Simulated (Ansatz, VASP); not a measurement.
Two plane-wave programs on BN

```
CELL_PARAMETERS angstrom
2.50611 0.00000 0.00000
-1.25306 2.17036 0.00000
0.00000 0.00000 10.28004
ATOMIC_POSITIONS crystal
B 0.00000 0.00000 0.00034
B 0.66667 0.33333 0.33368
B 0.33333 0.66667 0.66701
N 0.66667 0.33333 0.00056
N 0.33333 0.66667 0.33389
N 0.00000 0.00000 0.66722
```

Change from the starting cell: strain along c alone, the other axes held, atoms relaxed: +4.0 %.

Alike in both runs: functional PBE; dispersion D3(BJ); k mesh 12 × 12 × 4; occupations gaussian, width 0.02 eV; no spin polarisation.

Ansatz relaxed the structure, and its values are those at the end. VASP's run is a single point on that final structure, the one shown.

|  | VASP | Ansatz |
| --- | --- | --- |
| version | VASP 6.6.1 | Ansatz 0.2.0 |
| potentials or method | VASP PAW PBE potentials, release 64 (B, N), cutoff 520 eV | scalar-relativistic, plane waves, PAW |
| valence electrons in the cell | 24 | 24 |

|  | VASP | Ansatz | Ansatz less VASP |
| --- | --- | --- | --- |
| gap on the k mesh at the Fermi level (eV) | 4.30 | 4.31 | +0.007 |
| least direct gap on the mesh (eV) | 4.68 | 4.68 | +0.003 |
| pressure (GPa) | -0.2 | -0.2 | -0.06 |

Ansatz's warnings: stress scf threshold loose.
